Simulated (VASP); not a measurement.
# SnSe2 (P3m1) in VASP: a series of runs, part 2 of 2

VASP 6.6.1.

## Step 3: Single point, PBE+D3(BJ) (atoms displaced along a vibrational mode)

The input, INCAR:

```
PREC = Accurate
ENCUT = 520
EDIFF = 1E-6
ISMEAR = 0
SIGMA = 0.03
LREAL = F
LASPH = T
NELM = 60
ALGO = Normal
ISIF = 2
LWAVE = F
LCHARG = T
GGA = PE
IVDW = 12
LELF = T
LVHAR = T
NBANDS = 20
```

The input, KPOINTS:

```
regular mesh
0
Gamma
  12 12 6
```

The input, POSCAR:

```
SnSe2
1.0
    3.8390485956      0.0000000000      0.0000000000
   -1.9195242978      3.3247136102      0.0000000000
    0.0000000000      0.0000000000      6.0116311105
Sn Se
1 2
Direct
    0.0000000000      0.0000000000      0.0249516308
    0.3333333333      0.6666666667      0.2463992250
    0.6666666667      0.3333333333      0.7160932330
```

Potentials or basis: VASP PAW PBE potentials, release 64 (Sn_d, Se).

The run is started by

```bash
$ cat potpaw_PBE.64/Sn_d/POTCAR potpaw_PBE.64/Se/POTCAR > POTCAR
$ mpirun -np 1 vasp_std > vasp.out
```

OUTCAR:

```text
PREC = Accurate
   ENCUT = 520
   EDIFF = 1E-6
   ISMEAR = 0
   LREAL = F
   LASPH = T
   NELM = 60
   ISIF = 2
   GGA = PE
   IVDW = 12
 IVDW          = 12

 ion  position               nearest neighbor table
   1  0.000  0.000  0.025-   2 2.59   2 2.59   2 2.59   3 2.89   3 2.89   3 2.89
   2  0.333  0.667  0.246-   1 2.59   1 2.59   1 2.59
   3  0.667  0.333  0.716-   1 2.89   1 2.89   1 2.89

  LATTYP: Found a hexagonal cell.
 ALAT       =     3.8390485956
 C/A-ratio  =     1.5659169090

  Lattice vectors:

 A1 = (   3.8390485956,   0.0000000000,   0.0000000000)
 A2 = (  -1.9195242978,   3.3247136102,   0.0000000000)
 A3 = (   0.0000000000,   0.0000000000,   6.0116311105)

Analysis of symmetry for initial positions (statically):
=====================================================================
 Subroutine PRICEL returns:
 Original cell was already a primitive cell.

 Routine SETGRP: Setting up the symmetry group for a
 hexagonal supercell.

 Subroutine GETGRP returns: Found  6 space group operations
 (whereof  6 operations were pure point group operations)
[... 164 lines left out ...]

  energy without entropy =      -11.31792643  energy(sigma->0) =      -11.31809400

 E-fermi :   4.7762     XC(G=0):  -9.5658

 val. band max:        4.7706981036   @ k =   0.0833  -0.0000   0.3333
 cond. band min:       4.7924591796   @ k =   0.0000   0.0000   0.0000
 fundamental gap:      0.0217610760
 Fermi energy:         4.7762313144

 k-point     1 :       0.0000    0.0000    0.0000
  band No.  band energies     occupation
      1     -17.1177      2.00000
      2     -17.1177      2.00000
      3     -17.0704      2.00000
      4     -17.0565      2.00000
      5     -17.0565      2.00000
      6     -10.0400      2.00000
[... 541 lines left out ...]
     19      12.5404      0.00000
     20      13.0085      0.00000

 [... further k-points ...]

------------------------ aborting loop because EDIFF is reached ----------------------------------------

 Edisp (eV)   -1.09248

 E8    (eV) :    -0.4784

  FORCE on cell =-STRESS in cart. coord.  units (eV):
  Direction    XX          YY          ZZ          XY          YZ          ZX
  --------------------------------------------------------------------------------------
  -------------------------------------------------------------------------------------
  Total       1.38214     1.38214    -0.08152     0.00000     0.00000     0.00000
  in kB      28.85973    28.85973    -1.70214     0.00000     0.00000     0.00000
  external pressure =       18.67 kB  Pullay stress =        0.00 kB

 VOLUME and BASIS-vectors are now :
 -----------------------------------------------------------------------------
  energy-cutoff  :      520.00
  volume of cell :       76.73
      direct lattice vectors                 reciprocal lattice vectors
     3.839048596  0.000000000  0.000000000     0.260481204  0.150388893  0.000000000
    -1.919524298  3.324713610  0.000000000     0.000000000  0.300777786  0.000000000
     0.000000000  0.000000000  6.011631110     0.000000000  0.000000000  0.166344205

 POSITION                                       TOTAL-FORCE (eV/Angst)
 -----------------------------------------------------------------------------------
      0.00000      0.00000      0.15000        -0.000000     -0.000000     -3.594265
     -0.00000      2.21648      1.48126         0.000000      0.000000      2.171370
      1.91952      1.10824      4.30489         0.000000     -0.000000      1.422895
 -----------------------------------------------------------------------------------
    total drift:                               -0.000000     -0.000000     -0.000915

  FREE ENERGIE OF THE ION-ELECTRON SYSTEM (eV)
  ---------------------------------------------------
  free  energy   TOTEN  =       -12.4107459138 eV

  energy  without entropy=      -12.4104107684  energy(sigma->0) =      -12.41057834
```

OSZICAR:

```text
N       E                     dE             d eps       ncg     rms          rms(c)
DAV:   1     0.204744484072E+03    0.20474E+03   -0.12014E+04  4112   0.152E+03
DAV:   2     0.118688226983E+02   -0.19288E+03   -0.18559E+03  4252   0.388E+02
DAV:   3    -0.108927380772E+02   -0.22762E+02   -0.22206E+02  4924   0.114E+02
DAV:   4    -0.116800602622E+02   -0.78732E+00   -0.78579E+00  4748   0.220E+01
DAV:   5    -0.116979138847E+02   -0.17854E-01   -0.17852E-01  5512   0.355E+00    0.516E+00
DAV:   6    -0.113431970241E+02    0.35472E+00   -0.10027E+00  5692   0.823E+00    0.327E+00
DAV:   7    -0.113195762663E+02    0.23621E-01   -0.20472E-01  4700   0.247E+00    0.137E+00
DAV:   8    -0.113182286463E+02    0.13476E-02   -0.24836E-02  4564   0.111E+00    0.321E-01
DAV:   9    -0.113183524408E+02   -0.12379E-03   -0.84485E-03  4936   0.523E-01    0.106E-01
DAV:  10    -0.113182078547E+02    0.14459E-03   -0.11597E-03  4628   0.217E-01    0.543E-02
DAV:  11    -0.113182544285E+02   -0.46574E-04   -0.19098E-04  4660   0.705E-02    0.202E-02
DAV:  12    -0.113182596080E+02   -0.51795E-05   -0.22360E-05  4520   0.293E-02    0.638E-03
DAV:  13    -0.113182610638E+02   -0.14557E-05   -0.73892E-06  4736   0.126E-02    0.248E-03
DAV:  14    -0.113182615711E+02   -0.50729E-06   -0.11255E-06  3640   0.629E-03
   1 F= -.12410746E+02 E0= -.12410578E+02  d E =-.335145E-03
```

stdout:

```text
POSCAR found type information on POSCAR SnSe
 POSCAR found :  2 types and       3 ions
 scaLAPACK will be used
 LDA part: xc-table for (Slater+PW92), standard interpolation
 POSCAR, INCAR and KPOINTS ok, starting setup
 FFT: planning ... GRIDC
 FFT: planning ... GRID_SOFT
 FFT: planning ... GRID
 WAVECAR not read
 entering main loop
```

It took 62 s on 1 thread of Intel Xeon 6975P-C (Granite Rapids), shared host; peak memory 0.31 GiB.

Results:

```
Free energy                : -12.4107 eV
Pressure                   : 1.9 GPa
Largest force              : 3.594 eV/Å
Band gap on the k mesh     : zero (bands 13 and 14 overlap by 0.06 eV)
Dispersion energy per atom : -0.364 eV
```

Forces on the atoms (eV/Å):
```
Sn   0.000  0.000 -3.594
Se   0.000  0.000  2.171
Se   0.000  0.000  1.423
```

Caveat: the cell differs from its parent crystal (atoms displaced along a vibrational mode); semilocal functionals underestimate gaps, and a narrow one can read as zero; spin-orbit coupling is left out, which moves the levels of the heavy elements; forces of over 1 eV/Å act on the atoms, so gaps and moduli don't describe the material at rest.

## Step 4: Single point, PBE+D3(BJ) (atoms displaced along a vibrational mode)

The input, INCAR:

```
SYSTEM = SnSe2
ALGO = Normal
EDIFF = 1E-6
ENCUT = 520
GGA = PE
ISIF = 2
ISMEAR = 0
IVDW = 12
LASPH = .TRUE.
LCHARG = .FALSE.
LREAL = .FALSE.
LWAVE = .FALSE.
NBANDS = 20
NELM = 60
PREC = Accurate
SIGMA = 0.03
```

The input, KPOINTS:

```
k-points
0
G
  12 12 6
  0 0 0
```

The input, POSCAR:

```
SnSe2
1.0
    3.8390485956      0.0000000000      0.0000000000
   -1.9195242978      3.3247136102      0.0000000000
    0.0000000000      0.0000000000      6.0116311105
Sn Se
1 2
Direct
    0.0000000000      0.0000000000      0.0291102359
    0.3333333333      0.6666666667      0.2432735965
    0.6666666667      0.3333333333      0.7129676045
```

Potentials or basis: VASP PAW PBE potentials, release 64 (Sn_d, Se).

The run is started by

```bash
$ cat potpaw_PBE.64/Sn_d/POTCAR potpaw_PBE.64/Se/POTCAR > POTCAR
$ mpirun -np 1 vasp_std > vasp.out
```

OUTCAR:

```text
SYSTEM = SnSe2
   EDIFF = 1E-6
   ENCUT = 520
   GGA = PE
   ISIF = 2
   ISMEAR = 0
   IVDW = 12
   LASPH = .TRUE.
   LREAL = .FALSE.
   NELM = 60
   PREC = Accurate
 IVDW          = 12

 ion  position               nearest neighbor table
   1  0.000  0.000  0.029-   2 2.56   2 2.56   2 2.56   3 2.92   3 2.92   3 2.92
   2  0.333  0.667  0.243-   1 2.56   1 2.56   1 2.56
   3  0.667  0.333  0.713-   1 2.92   1 2.92   1 2.92

  LATTYP: Found a hexagonal cell.
 ALAT       =     3.8390485956
 C/A-ratio  =     1.5659169090

  Lattice vectors:

 A1 = (   3.8390485956,   0.0000000000,   0.0000000000)
 A2 = (  -1.9195242978,   3.3247136102,   0.0000000000)
 A3 = (   0.0000000000,   0.0000000000,   6.0116311105)

Analysis of symmetry for initial positions (statically):
=====================================================================
 Subroutine PRICEL returns:
 Original cell was already a primitive cell.

 Routine SETGRP: Setting up the symmetry group for a
 hexagonal supercell.

 Subroutine GETGRP returns: Found  6 space group operations
 (whereof  6 operations were pure point group operations)
 out of a pool of 24 trial point group operations.

The static configuration has the point symmetry C_3v.

Analysis of symmetry for dynamics (positions and initial velocities):
=====================================================================
 Subroutine PRICEL returns:
 Original cell was already a primitive cell.

 Routine SETGRP: Setting up the symmetry group for a
 hexagonal supercell.

 Subroutine GETGRP returns: Found  6 space group operations
 (whereof  6 operations were pure point group operations)
 out of a pool of 24 trial point group operations.

The dynamic configuration has the point symmetry C_3v.

 Subroutine INISYM returns: Found  6 space group operations
 (whereof  6 operations are pure point group operations),
 and found     1 'primitive' translations

----------------------------------------------------------------------------------------

[... 113 lines left out ...]
     AMIX     =   0.40;   BMIX     =  1.00
     AMIX_MAG =   1.60;   BMIX_MAG =  1.00
  volume/ion in A,a.u.               =      25.58       172.60
  Fermi-wavevector in a.u.,A,eV,Ry     =   1.141325  2.156791 17.723250  1.302622
  Thomas-Fermi vector in A             =   2.278025
   LORBIT       =      0    0 simple, 1 ext, 2 COOP (PROOUT), +10 PAW based schemes
   GGA     = PE    functional components
   LHFCALC =     F    Hartree Fock is set to
   AEXX    =    0.0000 exact exchange contribution
   IVDW    =    12    specifies the selected vdW correction
   LEPSILON=     F    determine dielectric tensor
   LRPA    =     F    only Hartree local field effects (RPA)
 non-spin polarized calculation
 Gauss-broadening in eV      SIGMA  =   0.03
  energy-cutoff  :      520.00
  volume of cell :       76.73
 maximum number of plane-waves:      2098
 NGX is ok and might be reduce to    30
   NGX = 15   NGY = 15   NGZ = 23

 number of electron      25.9999999 magnetization

 Free energy of the ion-electron system (eV)
  ---------------------------------------------------
  ext. energy  EPLUGINS =         0.00000000
  ---------------------------------------------------
  free energy    TOTEN  =       -11.15016037 eV

  energy without entropy =      -11.14982597  energy(sigma->0) =      -11.14999317

 E-fermi :   4.8619     XC(G=0):  -9.5677

 val. band max:        4.8599897080   @ k =   0.0833  -0.0000   0.1667
 cond. band min:       4.8766694398   @ k =   0.0000   0.0000   0.3333
 fundamental gap:      0.0166797318
 Fermi energy:         4.8619080035

 k-point     1 :       0.0000    0.0000    0.0000
  band No.  band energies     occupation
      1     -17.1601      2.00000
      2     -17.1601      2.00000
      3     -17.1082      2.00000
      4     -17.0929      2.00000
      5     -17.0929      2.00000
      6     -10.1761      2.00000
[... 541 lines left out ...]
     19      12.6239      0.00000
     20      12.9832      0.00000

 [... further k-points ...]

------------------------ aborting loop because EDIFF is reached ----------------------------------------

 Edisp (eV)   -1.09273

 E8    (eV) :    -0.4786

  FORCE on cell =-STRESS in cart. coord.  units (eV):
  Direction    XX          YY          ZZ          XY          YZ          ZX
  --------------------------------------------------------------------------------------
  -------------------------------------------------------------------------------------
  Total       1.83628     1.83628    -0.04075     0.00000     0.00000     0.00000
  in kB      38.34242    38.34242    -0.85079     0.00000     0.00000     0.00000
  external pressure =       25.28 kB  Pullay stress =        0.00 kB

 VOLUME and BASIS-vectors are now :
 -----------------------------------------------------------------------------
  energy-cutoff  :      520.00
  volume of cell :       76.73
      direct lattice vectors                 reciprocal lattice vectors
     3.839048596  0.000000000  0.000000000     0.260481204  0.150388893  0.000000000
    -1.919524298  3.324713610  0.000000000     0.000000000  0.300777786  0.000000000
     0.000000000  0.000000000  6.011631110     0.000000000  0.000000000  0.166344205

 POSITION                                       TOTAL-FORCE (eV/Angst)
 -----------------------------------------------------------------------------------
      0.00000      0.00000      0.17500        -0.000000     -0.000000     -4.080416
     -0.00000      2.21648      1.46247        -0.000000     -0.000000      2.549437
      1.91952      1.10824      4.28610         0.000000      0.000000      1.530979
 -----------------------------------------------------------------------------------
    total drift:                                0.000000      0.000000      0.000383

  FREE ENERGIE OF THE ION-ELECTRON SYSTEM (eV)
  ---------------------------------------------------
  free  energy   TOTEN  =       -12.2428949220 eV

  energy  without entropy=      -12.2425605239  energy(sigma->0) =      -12.24272772
```

OSZICAR:

```text
N       E                     dE             d eps       ncg     rms          rms(c)
DAV:   1     0.204241816852E+03    0.20424E+03   -0.11930E+04  4104   0.154E+03
DAV:   2     0.121364385453E+02   -0.19211E+03   -0.18489E+03  4244   0.386E+02
DAV:   3    -0.107469208588E+02   -0.22883E+02   -0.22360E+02  4900   0.114E+02
DAV:   4    -0.115533849077E+02   -0.80646E+00   -0.80496E+00  4768   0.224E+01
DAV:   5    -0.115713178469E+02   -0.17933E-01   -0.17932E-01  5496   0.356E+00    0.525E+00
DAV:   6    -0.111770082142E+02    0.39431E+00   -0.11900E+00  5672   0.846E+00    0.333E+00
DAV:   7    -0.111522670053E+02    0.24741E-01   -0.19900E-01  4648   0.237E+00    0.149E+00
DAV:   8    -0.111500621189E+02    0.22049E-02   -0.23130E-02  4640   0.101E+00    0.337E-01
DAV:   9    -0.111501672096E+02   -0.10509E-03   -0.71073E-03  4960   0.427E-01    0.101E-01
DAV:  10    -0.111501187510E+02    0.48459E-04   -0.12050E-03  4668   0.200E-01    0.432E-02
DAV:  11    -0.111501525114E+02   -0.33760E-04   -0.10260E-04  4668   0.774E-02    0.183E-02
DAV:  12    -0.111501584838E+02   -0.59723E-05   -0.10590E-05  4588   0.198E-02    0.584E-03
DAV:  13    -0.111501600871E+02   -0.16033E-05   -0.52771E-06  3852   0.116E-02    0.230E-03
DAV:  14    -0.111501603688E+02   -0.28170E-06   -0.96076E-07  3548   0.685E-03
   1 F= -.12242895E+02 E0= -.12242728E+02  d E =-.334398E-03
```

stdout:

```text
POSCAR found type information on POSCAR SnSe
 POSCAR found :  2 types and       3 ions
 scaLAPACK will be used
 LDA part: xc-table for (Slater+PW92), standard interpolation
 POSCAR, INCAR and KPOINTS ok, starting setup
 FFT: planning ... GRIDC
 FFT: planning ... GRID_SOFT
 FFT: planning ... GRID
 WAVECAR not read
 entering main loop
```

Run time: 60 s. Hardware: 1 thread of Intel Xeon 6975P-C (Granite Rapids), shared host; peak memory 0.31 GiB.

What came out:

| Property | Result |
| --- | --- |
| Free energy | -12.2429 eV |
| Pressure | 2.5 GPa |
| Largest force | 4.080 eV/Å |
| Band gap on the k mesh | zero (bands 13 and 14 overlap by 0.19 eV) |
| Dispersion energy per atom | -0.364 eV |

Forces in eV/Å, atoms in the order of the input:
```
Sn   0.000  0.000 -4.080
Se   0.000  0.000  2.549
Se   0.000  0.000  1.531
```

Stress tensor (GPa, compression positive):
```
 3.83  0.00  0.00
 0.00  3.83  0.00
 0.00  0.00 -0.09
```

Caveat: the cell differs from its parent crystal (atoms displaced along a vibrational mode); semilocal functionals underestimate gaps, and a narrow one can read as zero; spin-orbit coupling is left out, which moves the levels of the heavy elements; forces of over 1 eV/Å act on the atoms, so gaps and moduli don't describe the material at rest.

## Step 5: Summary

```tsv
cell	gap on the mesh (eV)	pressure (GPa)	largest force (eV/Å)
as given, atomic positions A	none	3.3	4.55
as given, atomic positions B	none	1.9	3.59
as given, atomic positions C	none	2.5	4.08
```

Alike in all rows: task single point; level PBE+D3(BJ); potentials or basis VASP PAW PBE potentials, release 64 (Sn_d, Se); no spin polarisation; k mesh 12 × 12 × 6; cutoff (eV) 520; smearing gaussian 0.03 eV.

Caveats: semilocal functionals underestimate gaps, and a narrow one can read as zero; spin-orbit coupling is left out, which moves the levels of the heavy elements; forces of over 1 eV/Å act on the atoms, so gaps and moduli don't describe the material at rest; the stress differs along the axes, from -0 to 5 GPa (at least some runs).

Total energies depend on the potentials used, so only differences within one code and one set of settings carry meaning.

The gap in the log of VASP goes by the Fermi energy; the results here count the filled bands.